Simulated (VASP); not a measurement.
# Si3C4 (Pmm2) in VASP: single point with PBE

Aim: the single point of Si3C4 with PBE.

Program: VASP 6.6.1. These are calculated values, not measurements. Logs are shortened: lines on timing, memory, paths and dates and some standing lists are left out, and cuts for length are marked.

### Step 1. The cell of the first run

The structure is orthorhombic, space group Pmm2 (No. 25). The conventional cell has a = 3.131 Å, b = 7.135 Å, c = 4.819 Å, α = 90.00°, β = 90.00°, γ = 90.00°. Within 2.5 Å of Si (site symmetry mm2) lie 2 C at 1.92 Å and 2 Si at 2.42 Å. Si (site symmetry m) has 3 C at 1.87 to 1.88 Å and 1 Si at 2.42 Å within 2.5 Å. C (site symmetry m) has 1 C at 1.33 Å within 1.8 Å. C (site symmetry m) has 1 C at 1.38 Å within 1.8 Å.

The cell was built from a structure type or drawn by symmetry, and may not be a known phase.

### Step 2. Single point, PBE

INCAR reads:

```
SYSTEM = Si3C4
ALGO = Normal ; EDIFF = 1E-6
ENCUT = 520 ; GGA = PE
ISIF = 2 ; ISMEAR = 0
LASPH = .True. ; LCHARG = .False.
LREAL = .False. ; LWAVE = .False.
NBANDS = 23 ; NELM = 80
PREC = Accurate ; SIGMA = 0.1
```

KPOINTS reads:

```
k-points
0
Gamma
  10 6 6
  0 0 0
```

POSCAR reads:

```
Si3C4
1.0
    3.1310774661      0.0000000000      0.0000000000
    0.0000000000      7.1352489602      0.0000000000
    0.0000000000      0.0000000000      4.8185881681
Si C
3 4
Direct
    0.5000000000      0.0000000000      0.5398229817
    0.5000000000      0.2588832495      0.8644234693
    0.5000000000      0.7411167505      0.8644234693
    0.5000000000      0.9067493470      0.1658964474
    0.5000000000      0.0932506530      0.1658964474
    0.0000000000      0.5965186156      0.8591863975
    0.0000000000      0.4034813844      0.8591863975
```

Potentials or basis: VASP PAW PBE potentials, release 64 (Si, C).

The run is started by

```bash
> cat potpaw_PBE.64/Si/POTCAR potpaw_PBE.64/C/POTCAR > POTCAR
> mpirun -np 1 vasp_std > vasp.out
```

OUTCAR:

```text
SYSTEM = Si3C4
   EDIFF = 1E-6
   ENCUT = 520
   GGA = PE
   ISIF = 2
   ISMEAR = 0
   LASPH = .True.
   LREAL = .False.
   NELM = 80
   PREC = Accurate

 ion  position               nearest neighbor table
   1  0.500  0.000  0.540-   4 1.92   5 1.92   2 2.42   3 2.42
   2  0.500  0.259  0.864-   5 1.87   7 1.88   7 1.88   1 2.42
   3  0.500  0.741  0.864-   4 1.87   6 1.88   6 1.88   1 2.42
   4  0.500  0.907  0.166-   5 1.33   3 1.87   1 1.92
   5  0.500  0.093  0.166-   4 1.33   2 1.87   1 1.92
   6  0.000  0.597  0.859-   7 1.38   3 1.88   3 1.88
   7  0.000  0.403  0.859-   6 1.38   2 1.88   2 1.88

  LATTYP: Found a simple orthorhombic cell.
 ALAT       =     3.1310774661
 B/A-ratio  =     1.5389552703
 C/A-ratio  =     2.2788477888

  Lattice vectors:

 A1 = (  -3.1310774661,   0.0000000000,   0.0000000000)
 A2 = (   0.0000000000,   0.0000000000,   4.8185881681)
 A3 = (   0.0000000000,   7.1352489602,   0.0000000000)

Analysis of symmetry for initial positions (statically):
=====================================================================
 Subroutine PRICEL returns:
 Original cell was already a primitive cell.

 Routine SETGRP: Setting up the symmetry group for a
 simple orthorhombic supercell.

 Subroutine GETGRP returns: Found  4 space group operations
 (whereof  4 operations were pure point group operations)
 out of a pool of  8 trial point group operations.

The static configuration has the point symmetry C_2v.

Analysis of symmetry for dynamics (positions and initial velocities):
=====================================================================
 Subroutine PRICEL returns:
 Original cell was already a primitive cell.

 Routine SETGRP: Setting up the symmetry group for a
 simple orthorhombic supercell.

 Subroutine GETGRP returns: Found  4 space group operations
 (whereof  4 operations were pure point group operations)
 out of a pool of  8 trial point group operations.

The dynamic configuration has the point symmetry C_2v.

 Subroutine INISYM returns: Found  4 space group operations
 (whereof  4 operations are pure point group operations),
 and found     1 'primitive' translations

----------------------------------------------------------------------------------------

                                     Primitive cell

  volume of cell :     107.6522

  direct lattice vectors                    reciprocal lattice vectors
     3.131077466  0.000000000  0.000000000     0.319378875  0.000000000  0.000000000
     0.000000000  7.135248960  0.000000000     0.000000000  0.140149279  0.000000000
     0.000000000  0.000000000  4.818588168     0.000000000  0.000000000  0.207529667

  length of vectors
     3.131077466  7.135248960  4.818588168     0.319378875  0.140149279  0.207529667

  position of ions in fractional coordinates (direct lattice)
     0.500000000  0.000000000  0.539822982
     0.500000000  0.258883250  0.864423469
     0.500000000  0.741116750  0.864423469
     0.500000000  0.906749347  0.165896447
     0.500000000  0.093250653  0.165896447
     0.000000000  0.596518616  0.859186397
     0.000000000  0.403481384  0.859186397

  ion indices of the primitive-cell ions
   primitive index   ion index
                 1           1
                 2           2
                 3           3
                 4           4
                 5           5
                 6           6
                 7           7

----------------------------------------------------------------------------------------

 KPOINTS: k-points

Automatic generation of k-mesh.
 Grid dimensions read from file:
 generate k-points for:   10    6    6

 Generating k-lattice:

  Cartesian coordinates                     Fractional coordinates (reciprocal lattice)
     0.031937888  0.000000000  0.000000000     0.100000000  0.000000000  0.000000000
     0.000000000  0.023358213  0.000000000     0.000000000  0.166666667  0.000000000
     0.000000000  0.000000000  0.034588278     0.000000000  0.000000000  0.166666667

  Length of vectors
     0.031937888  0.023358213  0.034588278

  Shift w.r.t. Gamma in fractional coordinates (k-lattice)
     0.000000000  0.000000000  0.000000000

 Subroutine IBZKPT returns following result:
 ===========================================

 Found     96 irreducible k-points:

 Following reciprocal coordinates:
            Coordinates               Weight
  0.000000  0.000000  0.000000      1.000000
  0.100000  0.000000  0.000000      2.000000
  0.200000  0.000000  0.000000      2.000000
  0.300000  0.000000  0.000000      2.000000
  0.400000  0.000000  0.000000      2.000000
  0.500000  0.000000  0.000000      1.000000
[... 16 lines left out ...]
  0.400000  0.500000  0.000000      2.000000
  0.500000  0.500000  0.000000      1.000000
 [... further k-points ...]
   k-points           NKPTS =     96   k-points in BZ     NKDIM =     96   number of bands    NBANDS=     23
   number of dos      NEDOS =    301   number of ions     NIONS =      7
   total plane-waves  NPLWV =  46656
   dimension x,y,z NGX =    24 NGY =   54 NGZ =   36
   dimension x,y,z NGXF=    48 NGYF=  108 NGZF=   72
   ions per type =               3   4
   NGX,Y,Z   is equivalent  to a cutoff of  12.74, 12.58, 12.42 a.u.
   NGXF,Y,Z  is equivalent  to a cutoff of  25.49, 25.16, 24.84 a.u.
 SYSTEM =  Si3C4
   PREC   = accura    normal or accurate (medium, high low for compatibility)
   ISTART =      0    job   : 0-new  1-cont  2-samecut
   ICHARG =      2    charge: 1-file 2-atom 10-const
   ISPIN  =      1    spin polarized calculation?
   LNONCOLLINEAR =      F non collinear calculations
   LSORBIT =      F    spin-orbit coupling
   LASPH  =      T    aspherical Exc in radial PAW
   ENCUT  =  520.0 eV  38.22 Ry    6.18 a.u.   5.82 13.27  8.96*2*pi/ulx,y,z
   NELM   =     80;   NELMIN=  2; NELMDL= -5     # of ELM steps
   EDIFF  = 0.1E-05   stopping-criterion for ELM
   LREAL  =      F    real-space projection
   EDIFFG = 0.1E-04   stopping-criterion for IOM
   NSW    =      0    number of steps for IOM
   IBRION =     -1    ionic relax: 0-MD 1-quasi-New 2-CG
   NFREE  =      0    steps in history (QN), initial steepest desc. (CG)
   ISIF   =      2    stress and relaxation
   ISYM   =      2    0-nonsym 1-usesym 2-fastsym
   POTIM  = 0.5000    time-step for ionic-motion
   TEBEG  =    0.0;   TEEND  =   0.0 temperature during run
   PSTRESS=    0.0 pullay stress
   NELECT =      28.0000    total number of electrons
   NUPDOWN=      -1.0000    fix difference up-down
   EMIN   =  10.00;   EMAX   =-10.00  energy-range for DOS
   EFERMI =   0.00;   METHOD = LEGACY
   ISMEAR =     0;   SIGMA  =   0.10  broadening in eV -4-tet -1-fermi 0-gaus
   EFERMI_NEDOS =   21; number of points for ismear=-14 and -15
   IALGO  =     38    algorithm
   IMIX   =      4    mixing-type and parameters
     AMIX     =   0.40;   BMIX     =  1.00
     AMIX_MAG =   1.60;   BMIX_MAG =  1.00
  volume/ion in A,a.u.               =      15.38       103.78
  Fermi-wavevector in a.u.,A,eV,Ry     =   1.045009  1.974780 14.858151  1.092043
  Thomas-Fermi vector in A             =   2.179786
   LORBIT       =      0    0 simple, 1 ext, 2 COOP (PROOUT), +10 PAW based schemes
   GGA     = PE    functional components
   LHFCALC =     F    Hartree Fock is set to
   AEXX    =    0.0000 exact exchange contribution
   IVDW    =     0    specifies the selected vdW correction
   LEPSILON=     F    determine dielectric tensor
   LRPA    =     F    only Hartree local field effects (RPA)
 non-spin polarized calculation
 Gauss-broadening in eV      SIGMA  =   0.10
  energy-cutoff  :      520.00
  volume of cell :      107.65
 maximum number of plane-waves:      2928
 NGX is ok and might be reduce to    24
   NGX = 11   NGY = 27   NGZ = 17

 number of electron      27.9999998 magnetization

 Free energy of the ion-electron system (eV)
  ---------------------------------------------------
  ext. energy  EPLUGINS =         0.00000000
  ---------------------------------------------------
  free energy    TOTEN  =       -48.39184405 eV

  energy without entropy =      -48.38641908  energy(sigma->0) =      -48.38913157

 E-fermi :   4.2976     XC(G=0):  -8.9537

 val. band max:        4.2940213508   @ k =   0.5000   0.0000   0.3333
 cond. band min:       4.3264657215   @ k =   0.0000   0.3333   0.3333
 fundamental gap:      0.0324443707
 Fermi energy:         4.2975957680

 k-point     1 :       0.0000    0.0000    0.0000
  band No.  band energies     occupation
      1     -11.9939      2.00000
      2     -11.0149      2.00000
      3      -7.7132      2.00000
      4      -5.1476      2.00000
      5      -3.7524      2.00000
      6      -3.4312      2.00000
[... 15 lines left out ...]
     22      10.4791      0.00000
     23      11.8751      0.00000

 k-point     2 :       0.1000    0.0000    0.0000
  band No.  band energies     occupation
      1     -11.9310      2.00000
      2     -10.9418      2.00000
      3      -7.5917      2.00000
      4      -5.1002      2.00000
      5      -3.6662      2.00000
      6      -3.4130      2.00000
[... 15 lines left out ...]
     22      10.2929      0.00000
     23      11.5678      0.00000

 k-point     3 :       0.2000    0.0000    0.0000
  band No.  band energies     occupation
      1     -11.7609      2.00000
      2     -10.7318      2.00000
      3      -7.2316      2.00000
      4      -5.0005      2.00000
      5      -3.4265      2.00000
      6      -3.4070      2.00000
[... 15 lines left out ...]
     22      10.6400      0.00000
     23      11.3657      0.00000
[... 495 lines left out ...]
 k-point    23 :       0.4000    0.5000    0.0000
  band No.  band energies     occupation
      1     -11.3379      2.00000
      2     -10.1260      2.00000
      3      -5.6731      2.00000
      4      -5.6639      2.00000
      5      -3.8189      2.00000
      6      -2.9128      2.00000
[... 15 lines left out ...]
     22      10.2754      0.00000
     23      11.5813      0.00000

 k-point    24 :       0.5000    0.5000    0.0000
  band No.  band energies     occupation
      1     -11.2728      2.00000
      2      -9.9566      2.00000
      3      -5.8181      2.00000
      4      -5.0871      2.00000
      5      -4.3998      2.00000
      6      -2.9062      2.00000
[... 15 lines left out ...]
     22      10.5709      0.00000
     23      11.1372      0.00000

 [... further k-points ...]

------------------------ aborting loop because EDIFF is reached ----------------------------------------

  FORCE on cell =-STRESS in cart. coord.  units (eV):
  Direction    XX          YY          ZZ          XY          YZ          ZX
  --------------------------------------------------------------------------------------
  -------------------------------------------------------------------------------------
  Total       -0.0336188      0.1420913     -0.0338099      0.0000000      0.0000000      0.0000000
  in kB       -0.5003459      2.1147319     -0.5031902      0.0000000      0.0000000      0.0000000
  external PRESSURE =       0.3703986 kB  Pullay stress =       0.0000000 kB

 VOLUME and BASIS-vectors are now :
 -----------------------------------------------------------------------------
  energy-cutoff  :      520.00
  volume of cell :      107.65
      direct lattice vectors                 reciprocal lattice vectors
     3.131077466  0.000000000  0.000000000     0.319378875  0.000000000  0.000000000
     0.000000000  7.135248960  0.000000000     0.000000000  0.140149279  0.000000000
     0.000000000  0.000000000  4.818588168     0.000000000  0.000000000  0.207529667

 POSITION                                       TOTAL-FORCE (eV/Angst)
 -----------------------------------------------------------------------------------
      1.56554      0.00000      2.60118        -0.000000     -0.000000      0.013163
      1.56554      1.84720      4.16530        -0.000000     -0.002816      0.001736
      1.56554      5.28805      4.16530        -0.000000      0.002816      0.001736
      1.56554      6.46988      0.79939         0.000000     -0.092225     -0.005863
      1.56554      0.66537      0.79939         0.000000      0.092225     -0.005863
      0.00000      4.25631      4.14007        -0.000000      0.065198     -0.002454
      0.00000      2.87894      4.14007        -0.000000     -0.065198     -0.002454
 -----------------------------------------------------------------------------------
    total drift:                                0.000000     -0.000000     -0.000363

  FREE ENERGIE OF THE ION-ELECTRON SYSTEM (eV)
  ---------------------------------------------------
  free  energy   TOTEN  =       -48.3918440510 eV

  energy  without entropy=      -48.3864190791  energy(sigma->0) =      -48.38913157
```

Wall time 3.6 min (1 thread of Intel Xeon Platinum 8259CL at 2.50GHz (Skylake/Cascade Lake), shared host); peak memory 0.32 GiB.

What came out:

```yaml
Free_energy: -48.3918 eV
Pressure: 0.0 GPa
Largest_force: 0.092 eV/Å
Band_gap_on_the_k_mesh: zero (bands 14 and 15 overlap by 1.84 eV)
```

Forces on the atoms (eV/Å):
```
Si   0.000  0.000  0.013
Si   0.000 -0.003  0.002
Si   0.000  0.003  0.002
C    0.000 -0.092 -0.006
C    0.000  0.092 -0.006
C    0.000  0.065 -0.002
C    0.000 -0.065 -0.002
```

Stress tensor (GPa, compression positive):
```
-0.05  0.00  0.00
 0.00  0.21  0.00
 0.00  0.00 -0.05
```

Levels at points of the mesh, in eV from the Fermi level:
| k point | band 10 | band 11 | band 12 | band 13 | band 14 | band 15 | band 16 | band 17 | band 18 | band 19 |
| --- | --- | --- | --- | --- | --- | --- | --- | --- | --- | --- |
| (0.00, 0.00, 0.00) | -3.47 | -3.08 | -2.50 | -1.70 | -0.97 | 1.77 | 2.25 | 3.87 | 4.01 | 4.47 |
| (0.50, 0.00, 0.00) | -4.79 | -3.69 | -3.23 | -1.80 | -0.66 | -0.54 | 0.27 | 1.61 | 2.97 | 3.59 |
| (0.00, 0.50, 0.00) | -4.39 | -2.74 | -1.91 | -1.10 | -0.63 | 0.40 | 2.51 | 3.41 | 3.90 | 4.59 |
| (0.50, 0.50, 0.00) | -4.31 | -3.25 | -3.19 | -2.23 | -1.25 | -1.11 | 1.02 | 2.11 | 3.01 | 4.45 |
| (0.00, 0.00, 0.50) | -3.49 | -2.69 | -2.44 | -0.94 | -0.26 | 1.57 | 2.75 | 2.98 | 3.89 | 3.92 |
| (0.50, 0.00, 0.50) | -4.96 | -3.21 | -2.48 | -2.22 | -1.71 | -0.09 | 1.77 | 2.08 | 2.42 | 4.01 |
| (0.00, 0.50, 0.50) | -3.00 | -2.92 | -2.60 | -0.75 | 0.13 | 1.80 | 1.89 | 2.88 | 3.54 | 4.25 |
| (0.50, 0.50, 0.50) | -4.34 | -3.84 | -3.43 | -2.24 | -1.90 | 1.17 | 1.36 | 1.60 | 3.58 | 4.24 |
